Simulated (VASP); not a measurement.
# Bi2Se3 (R-3m) in VASP: notebook

Runs on Bi2Se3. Level: PBE. Tasks: single point.

All numbers are computed with VASP 6.6.1; they aren't measurements. Logs are shortened: lines on timing, memory, paths and dates and some standing lists are left out, and cuts for length are marked.

## 1. The cell of the first run

It takes space group R-3m (No. 166, trigonal). Conventional cell: a = 4.143 Å, b = 4.143 Å, c = 28.350 Å, α = 90.00°, β = 90.00°, γ = 120.00°. Bi (site symmetry 3m) has 6 Se at 2.84 to 3.06 Å within 3.7 Å. Within 4.2 Å of Se (site symmetry -3m) lie 6 Bi at 3.06 Å and 12 Se at 4.14 to 4.20 Å. Se (site symmetry 3m) has 3 Bi at 2.84 Å and 3 Se at 3.50 Å within 3.7 Å.

## 2. Single point, PBE (zz strain of -1 %)

INCAR

```
SYSTEM = Bi2Se3
PREC = Accurate
ENCUT = 520
EDIFF = 1E-6
ISMEAR = -1
SIGMA = 0.03
LREAL = .False.
LASPH = .True.
NELM = 60
ALGO = Normal
ISIF = 2
LWAVE = .False.
LCHARG = .False.
GGA = PE
NBANDS = 32
```

KPOINTS

```
Automatic mesh
0
Gamma
  6 6 6
  0 0 0
```

POSCAR

```
Bi2Se3
1.0
    2.0714992968      1.1959806766      9.4498767000
   -2.0714992968      1.1959806766      9.4498767000
    0.0000000000     -2.3919613533      9.4498767000
Bi Se
2 3
Direct
    0.4008000000      0.4008000000      0.4008000000
    0.5992000000      0.5992000000      0.5992000000
    0.0000000000      0.0000000000      0.0000000000
    0.2117000000      0.2117000000      0.2117000000
    0.7883000000      0.7883000000      0.7883000000
```

Potentials or basis: VASP PAW PBE potentials, release 64 (Bi_d, Se).

The run is started by

```bash
cat potpaw_PBE.64/Bi_d/POTCAR potpaw_PBE.64/Se/POTCAR > POTCAR
mpirun -np 1 vasp_std > vasp.out
```

OUTCAR:

```text
SYSTEM = Bi2Se3
   PREC = Accurate
   ENCUT = 520
   EDIFF = 1E-6
   ISMEAR = -1
   LREAL = .False.
   LASPH = .True.
   NELM = 60
   ISIF = 2
   GGA = PE

 ion  position               nearest neighbor table
   1  0.401  0.401  0.401-   5 2.84   5 2.84   5 2.84   3 3.06   3 3.06   3 3.06
   2  0.599  0.599  0.599-   4 2.84   4 2.84   4 2.84   3 3.06   3 3.06   3 3.06
   3  0.000  0.000  0.000-   2 3.06   1 3.06   2 3.06   2 3.06   1 3.06   1 3.06
   4  0.212  0.212  0.212-   2 2.84   2 2.84   2 2.84
   5  0.788  0.788  0.788-   1 2.84   1 2.84   1 2.84

  LATTYP: Found a trigonal (rhomboedric) cell.
 ALAT       =     9.7479048395
 COS(alpha) =     0.9096814380

  Lattice vectors:

 A1 = (   2.0714992968,   1.1959806766,   9.4498767000)
 A2 = (  -2.0714992968,   1.1959806766,   9.4498767000)
 A3 = (   0.0000000000,  -2.3919613533,   9.4498767000)

Analysis of symmetry for initial positions (statically):
=====================================================================
 Subroutine PRICEL returns:
 Original cell was already a primitive cell.

 Routine SETGRP: Setting up the symmetry group for a
 trigonal (rhombohedral) supercell.

 Subroutine GETGRP returns: Found 12 space group operations
 (whereof 12 operations were pure point group operations)
 out of a pool of 12 trial point group operations.

The static configuration has the point symmetry D_3d.

Analysis of symmetry for dynamics (positions and initial velocities):
=====================================================================
 Subroutine PRICEL returns:
 Original cell was already a primitive cell.

 Routine SETGRP: Setting up the symmetry group for a
 trigonal (rhombohedral) supercell.

 Subroutine GETGRP returns: Found 12 space group operations
 (whereof 12 operations were pure point group operations)
 out of a pool of 12 trial point group operations.

The dynamic configuration has the point symmetry D_3d.

 Subroutine INISYM returns: Found 12 space group operations
 (whereof 12 operations are pure point group operations),
 and found     1 'primitive' translations

----------------------------------------------------------------------------------------

                                     Primitive cell

  volume of cell :     140.4709

  direct lattice vectors                    reciprocal lattice vectors
     2.071499297  1.195980677  9.449876700     0.241371069  0.139355652  0.035273829
    -2.071499297  1.195980677  9.449876700    -0.241371069  0.139355652  0.035273829
     0.000000000 -2.391961353  9.449876700     0.000000000 -0.278711303  0.035273829

  length of vectors
     9.747904840  9.747904840  9.747904840     0.280934572  0.280934572  0.280934572

  position of ions in fractional coordinates (direct lattice)
     0.400800000  0.400800000  0.400800000
     0.599200000  0.599200000  0.599200000
     0.000000000  0.000000000  0.000000000
     0.211700000  0.211700000  0.211700000
     0.788300000  0.788300000  0.788300000

  ion indices of the primitive-cell ions
   primitive index   ion index
                 1           1
                 2           2
                 3           3
                 4           4
                 5           5

----------------------------------------------------------------------------------------

 KPOINTS: Automatic mesh

Automatic generation of k-mesh.
 Grid dimensions read from file:
 generate k-points for:    6    6    6

 Generating k-lattice:

  Cartesian coordinates                     Fractional coordinates (reciprocal lattice)
     0.040228512  0.023225942  0.005878971     0.166666667  0.000000000  0.000000000
    -0.040228512  0.023225942  0.005878971     0.000000000  0.166666667  0.000000000
     0.000000000 -0.046451884  0.005878971     0.000000000  0.000000000  0.166666667

  Length of vectors
     0.046822429  0.046822429  0.046822429

  Shift w.r.t. Gamma in fractional coordinates (k-lattice)
     0.000000000  0.000000000  0.000000000

 Subroutine IBZKPT returns following result:
 ===========================================

 Found     32 irreducible k-points:

 Following reciprocal coordinates:
            Coordinates               Weight
  0.000000  0.000000  0.000000      1.000000
  0.166667 -0.000000  0.000000      6.000000
  0.333333  0.000000  0.000000      6.000000
  0.500000 -0.000000  0.000000      3.000000
  0.166667  0.166667  0.000000      6.000000
  0.333333  0.166667  0.000000     12.000000
[... 16 lines left out ...]
  0.500000  0.500000  0.166667      6.000000
 -0.333333  0.500000  0.166667     12.000000
 [... further k-points ...]
   k-points           NKPTS =     32   k-points in BZ     NKDIM =     32   number of bands    NBANDS=     32
   number of dos      NEDOS =    301   number of ions     NIONS =      5
   total plane-waves  NPLWV = 373248
   dimension x,y,z NGX =    72 NGY =   72 NGZ =   72
   dimension x,y,z NGXF=   144 NGYF=  144 NGZF=  144
   ions per type =               2   3
   NGX,Y,Z   is equivalent  to a cutoff of  12.28, 12.28, 12.28 a.u.
   NGXF,Y,Z  is equivalent  to a cutoff of  24.56, 24.56, 24.56 a.u.
 SYSTEM =  Bi2Se3
   PREC   = accura    normal or accurate (medium, high low for compatibility)
   ISTART =      0    job   : 0-new  1-cont  2-samecut
   ICHARG =      2    charge: 1-file 2-atom 10-const
   ISPIN  =      1    spin polarized calculation?
   LNONCOLLINEAR =      F non collinear calculations
   LSORBIT =      F    spin-orbit coupling
   LASPH  =      T    aspherical Exc in radial PAW
   ENCUT  =  520.0 eV  38.22 Ry    6.18 a.u.  18.12 18.12 18.12*2*pi/ulx,y,z
   NELM   =     60;   NELMIN=  2; NELMDL= -5     # of ELM steps
   EDIFF  = 0.1E-05   stopping-criterion for ELM
   LREAL  =      F    real-space projection
   EDIFFG = 0.1E-04   stopping-criterion for IOM
   NSW    =      0    number of steps for IOM
   IBRION =     -1    ionic relax: 0-MD 1-quasi-New 2-CG
   NFREE  =      0    steps in history (QN), initial steepest desc. (CG)
   ISIF   =      2    stress and relaxation
   ISYM   =      2    0-nonsym 1-usesym 2-fastsym
   POTIM  = 0.5000    time-step for ionic-motion
   TEBEG  =    0.0;   TEEND  =   0.0 temperature during run
   PSTRESS=    0.0 pullay stress
   NELECT =      48.0000    total number of electrons
   NUPDOWN=      -1.0000    fix difference up-down
   EMIN   =  10.00;   EMAX   =-10.00  energy-range for DOS
   EFERMI =   0.00;   METHOD = LEGACY
   ISMEAR =    -1;   SIGMA  =   0.03  broadening in eV -4-tet -1-fermi 0-gaus
   EFERMI_NEDOS =   21; number of points for ismear=-14 and -15
   IALGO  =     38    algorithm
   IMIX   =      4    mixing-type and parameters
     AMIX     =   0.40;   BMIX     =  1.00
     AMIX_MAG =   1.60;   BMIX_MAG =  1.00
  volume/ion in A,a.u.               =      28.09       189.59
  Fermi-wavevector in a.u.,A,eV,Ry     =   1.144528  2.162845 17.822878  1.309945
  Thomas-Fermi vector in A             =   2.281220
   LORBIT       =      0    0 simple, 1 ext, 2 COOP (PROOUT), +10 PAW based schemes
   GGA     = PE    functional components
   LHFCALC =     F    Hartree Fock is set to
   AEXX    =    0.0000 exact exchange contribution
   IVDW    =     0    specifies the selected vdW correction
   LEPSILON=     F    determine dielectric tensor
   LRPA    =     F    only Hartree local field effects (RPA)
 non-spin polarized calculation
  energy-cutoff  :      520.00
  volume of cell :      140.47
 maximum number of plane-waves:      3821
   NGX = 37   NGY = 37   NGZ = 37

 number of electron      47.9999999 magnetization

 Free energy of the ion-electron system (eV)
  ---------------------------------------------------
  ext. energy  EPLUGINS =         0.00000000
  ---------------------------------------------------
  free energy    TOTEN  =       -20.12902512 eV

  energy without entropy =      -20.12891526  energy(sigma->0) =      -20.12897019

 E-fermi :   5.1668     XC(G=0):  -9.5434

 val. band max:        5.0773800614   @ k =   0.0000   0.0000   0.0000
 cond. band min:       5.2561750257   @ k =   0.0000   0.0000   0.0000
 fundamental gap:      0.1787949643
 Fermi energy:         5.1667733090

 k-point     1 :       0.0000    0.0000    0.0000
  band No.  band energies     occupation
      1     -18.0498      2.00000
      2     -18.0498      2.00000
      3     -18.0477      2.00000
      4     -18.0477      2.00000
      5     -18.0421      2.00000
      6     -18.0395      2.00000
[... 24 lines left out ...]
     31      10.9411      0.00000
     32      12.0388      0.00000

 k-point     2 :       0.1667   -0.0000    0.0000
  band No.  band energies     occupation
      1     -18.0542      2.00000
      2     -18.0514      2.00000
      3     -18.0438      2.00000
      4     -18.0418      2.00000
      5     -18.0384      2.00000
      6     -18.0359      2.00000
[... 24 lines left out ...]
     31      10.1670      0.00000
     32      11.0653      0.00000

 k-point     3 :       0.3333    0.0000    0.0000
  band No.  band energies     occupation
      1     -18.0651      2.00000
      2     -18.0604      2.00000
      3     -18.0417      2.00000
      4     -18.0382      2.00000
      5     -18.0366      2.00000
      6     -18.0345      2.00000
[... 24 lines left out ...]
     31       9.6441      0.00000
     32      11.5728      0.00000

 k-point     4 :       0.5000   -0.0000    0.0000
  band No.  band energies     occupation
      1     -18.0712      2.00000
      2     -18.0654      2.00000
      3     -18.0442      2.00000
      4     -18.0390      2.00000
      5     -18.0385      2.00000
      6     -18.0335      2.00000
[... 654 lines left out ...]
     31       9.6448      0.00000
     32      11.9305      0.00000

 k-point    23 :       0.5000    0.5000    0.1667
  band No.  band energies     occupation
      1     -18.0650      2.00000
      2     -18.0605      2.00000
      3     -18.0417      2.00000
      4     -18.0382      2.00000
      5     -18.0367      2.00000
      6     -18.0345      2.00000
[... 24 lines left out ...]
     31       9.5116      0.00000
     32      11.3729      0.00000

 k-point    24 :      -0.3333    0.5000    0.1667
  band No.  band energies     occupation
      1     -18.0641      2.00000
      2     -18.0599      2.00000
      3     -18.0430      2.00000
      4     -18.0395      2.00000
      5     -18.0370      2.00000
      6     -18.0354      2.00000
[... 24 lines left out ...]
     31      10.0937      0.00000
     32      11.5920      0.00000

 [... further k-points ...]

------------------------ aborting loop because EDIFF is reached ----------------------------------------

  FORCE on cell =-STRESS in cart. coord.  units (eV):
  Direction    XX          YY          ZZ          XY          YZ          ZX
  --------------------------------------------------------------------------------------
  -------------------------------------------------------------------------------------
  Total        2.7142777      2.7142777      3.0807543      0.0000000     -0.0000000      0.0000000
  in kB       30.9584009     30.9584009     35.1383446      0.0000000     -0.0000000      0.0000000
  external PRESSURE =      32.3517154 kB  Pullay stress =       0.0000000 kB

 VOLUME and BASIS-vectors are now :
 -----------------------------------------------------------------------------
  energy-cutoff  :      520.00
  volume of cell :      140.47
      direct lattice vectors                 reciprocal lattice vectors
     2.071499297  1.195980677  9.449876700     0.241371069  0.139355652  0.035273829
    -2.071499297  1.195980677  9.449876700    -0.241371069  0.139355652  0.035273829
     0.000000000 -2.391961353  9.449876700     0.000000000 -0.278711303  0.035273829

 POSITION                                       TOTAL-FORCE (eV/Angst)
 -----------------------------------------------------------------------------------
      0.00000     -0.00000     11.36253         0.000000      0.000000     -0.212042
      0.00000     -0.00000     16.98710         0.000000     -0.000000      0.212042
      0.00000      0.00000      0.00000         0.000000      0.000000      0.000000
      0.00000     -0.00000      6.00162         0.000000      0.000000     -0.288463
      0.00000     -0.00000     22.34801         0.000000     -0.000000      0.288463
 -----------------------------------------------------------------------------------
    total drift:                                0.000000      0.000000      0.000000

  FREE ENERGIE OF THE ION-ELECTRON SYSTEM (eV)
  ---------------------------------------------------
  free  energy   TOTEN  =       -20.1290251199 eV

  energy  without entropy=      -20.1289152621  energy(sigma->0) =      -20.12897019
```

Wall time 8.3 min (1 thread of Intel Xeon Platinum 8259CL at 2.50GHz (Skylake/Cascade Lake), shared host); peak memory 0.74 GiB.

What came out:

```
Free energy            : -20.1290 eV
Pressure               : 3.2 GPa
Largest force          : 0.288 eV/Å
Band gap on the k mesh : 0.18 eV
```

Forces on the atoms (eV/Å):
```
Bi   0.000  0.000 -0.212
Bi   0.000  0.000  0.212
Se   0.000  0.000  0.000
Se   0.000  0.000 -0.288
Se   0.000  0.000  0.288
```

Levels at points of the mesh, in eV from the valence-band top:
```csv
k point,band 20,band 21,band 22,band 23,band 24,band 25,band 26,band 27,band 28,band 29
"(0.00, 0.00, 0.00)",-1.92,-1.92,-1.26,-1.26,0.00,0.18,1.36,1.36,2.11,2.74
"(0.50, 0.00, 0.00)",-3.08,-3.02,-2.15,-1.26,-0.54,0.84,1.94,2.98,3.25,4.08
"(0.50, 0.50, 0.00)",-2.62,-1.91,-1.88,-1.68,-0.96,1.37,1.99,2.63,3.03,3.57
"(0.50, 0.50, 0.50)",-1.67,-1.57,-1.44,-1.44,-0.43,0.59,1.69,1.69,2.05,2.38
```

Caveat: the cell differs from its parent crystal (zz strain of -1 %); the cell stands under pressure; spin-orbit coupling is left out, which moves the levels of the heavy elements. A k mesh can miss the band edges.

## 3. Single point, PBE (zz strain of +2 %)

INCAR

```
SYSTEM = Bi2Se3
  PREC = Accurate
  ENCUT = 520
  EDIFF = 1E-6
  ISMEAR = -1
  SIGMA = 0.03
  LREAL = .False.
  LASPH = .True.
  NELM = 100
  ALGO = Normal
  ISIF = 2
  LWAVE = .False.
  LCHARG = .False.
  GGA = PE
  NBANDS = 32
```

KPOINTS

```
regular mesh
0
Gamma
  6 6 6
  0 0 0
```

POSCAR: that of step 2 with these lines changed.

```diff
@@ -2,5 +2,5 @@
 1.0
-    2.0714992968      1.1959806766      9.4498767000
-   -2.0714992968      1.1959806766      9.4498767000
-    0.0000000000     -2.3919613533      9.4498767000
+    2.0714992968      1.1959806766      9.7362366000
+   -2.0714992968      1.1959806766      9.7362366000
+    0.0000000000     -2.3919613533      9.7362366000
 Bi Se
```

Potentials or basis: VASP PAW PBE potentials, release 64 (Bi_d, Se).

The run is started by

```bash
cat potpaw_PBE.64/Bi_d/POTCAR potpaw_PBE.64/Se/POTCAR > POTCAR
mpirun -np 1 vasp_std > vasp.out
```

Wall time 13 min (1 thread of Intel Xeon Platinum 8259CL at 2.50GHz (Skylake/Cascade Lake), shared host); peak memory 0.94 GiB.

The run converged. Its results:

| Item | Value |
| --- | --- |
| Free energy | -20.1865 eV |
| Pressure | 1.3 GPa |
| Largest force | 0.147 eV/Å |
| Band gap on the k mesh | 0.30 eV |

Forces on the atoms (eV/Å):
```
Bi   0.000  0.000 -0.147
Bi   0.000  0.000  0.147
Se   0.000  0.000  0.000
Se   0.000  0.000  0.011
Se   0.000  0.000 -0.011
```

Stress tensor (GPa, compression positive):
```
1.51 0.00 0.00
0.00 1.51 0.00
0.00 0.00 0.78
```

Levels at points of the mesh, in eV from the valence-band top:
```tsv
k point	band 21	band 22	band 23	band 24	band 25	band 26	band 27	band 28
(0.00, 0.00, 0.00)	-1.75	-1.12	-1.12	0.00	0.30	1.47	1.47	2.17
(0.50, 0.00, 0.00)	-2.90	-2.13	-1.19	-0.59	0.84	1.91	2.93	2.97
(0.50, 0.50, 0.00)	-1.90	-1.83	-1.55	-1.08	1.27	1.90	2.53	2.92
(0.50, 0.50, 0.50)	-1.49	-1.26	-1.26	-0.47	0.70	1.74	1.74	2.09
```

Caveat: the cell differs from its parent crystal (zz strain of +2 %); spin-orbit coupling is left out, which moves the levels of the heavy elements.
